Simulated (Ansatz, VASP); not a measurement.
One calculation of Sb, two programs

```
Sb
1.0
    -1.72500    1.72500    1.72500
     1.72500   -1.72500    1.72500
     1.72500    1.72500   -1.72500
Sb
1
Direct
  0.00000 0.00000 0.00000
```

Alike in both runs: task relaxation of cell and atoms; functional PBE; dispersion D4; k mesh 10 × 10 × 10; no spin polarisation.

|  | VASP | Ansatz |
| --- | --- | --- |
| version | VASP 6.6.1 | Ansatz 0.2.0 |
| potentials or method | VASP PAW PBE potentials, release 64 (Sb), cutoff 600 eV | plane waves, PAW |
| occupations | fermi-dirac, width 0.1 eV | fermi-dirac |
| valence electrons in the cell | 5 | 15 |

|  | VASP | Ansatz | Ansatz less VASP |
| --- | --- | --- | --- |
| relaxed volume (Å³/atom) | 26.25 | 26.18 | -0.062 |
| relaxed cell length with the largest relative difference (Å) | 3.243 | 3.240 | -0.0026 |

VASP's potentials hold 5 valence electrons a cell and Ansatz's 15, so a difference there can come from the potentials and not from the codes.

Neither program's run includes spin-orbit coupling. Noted on VASP's run: the volume moved by over 15 % at a fixed basis, so the end points are rough.
